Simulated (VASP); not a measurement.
A run of VASP 6.6.1 is set up as follows.

File INCAR:

```
SYSTEM = RbTaAs2
ALGO = Normal ; EDIFF = 1E-7
EDIFFG = -0.01 ; ENCUT = 510
GGA = PE ; GGA_COMPAT = .False.
IBRION = 2 ; ISIF = 3
ISMEAR = 0 ; LASPH = .True.
LCHARG = .False. ; LREAL = .False.
LWAVE = .False. ; NELM = 120
NELMIN = 4 ; NSW = 100
PREC = Accurate ; SIGMA = 0.1
```

The input KPOINTS:

```
k-points
0
Gamma
  12 12 8
  0 0 0
```

File POSCAR:

```
RbTaAs2
1.0
    5.2648824740      0.0000000000      0.0000000000
   -2.6324412370      4.5595219704      0.0000000000
    0.0000000000      0.0000000000      5.9500874607
Rb Ta As
1 1 2
Direct
    0.0000000000      0.0000000000      0.0000000000
    0.0000000000      0.0000000000      0.5000000000
    0.3333333333      0.6666666667      0.0000000000
    0.6666666667      0.3333333333      0.0000000000
```

Potentials or basis: VASP PAW PBE potentials, release 64 (Rb_sv, Ta_sv_GW, As_d).

Command:

```sh
$ cat potpaw_PBE.64/Rb_sv/POTCAR potpaw_PBE.64/Ta_sv_GW/POTCAR potpaw_PBE.64/As_d/POTCAR > POTCAR
$ mpirun -np 1 vasp_std > vasp.out
```

**Question.** Predict the band gap on the k mesh.

**Answer.** Zero (bands 26 and 27 overlap by 0.41 eV).

**Question.** What does it give for the relaxed volume?

**Answer.** 35.27 Å³/atom.

**Question.** Predict the relaxed cell.

**Answer.** a = 5.263 Å, b = 5.263 Å, c = 5.881 Å, α = 90.00°, β = 90.00°, γ = 120.00°.

The path:
```csv
step,energy change (eV),largest force (eV/Å),pressure (GPa),volume (Å³)
1,0.0000,0.0000,-0.08,142.83
2,-0.0003,0.0000,-0.05,142.44
3,-0.0007,0.0000,0.04,141.28
4,-0.0009,0.0000,0.01,141.18
5,-0.0009,0.0000,-0.04,141.02
6,-0.0010,0.0000,-0.01,141.06
```

Caveat: spin-orbit coupling is left out, which moves the levels of the heavy elements.
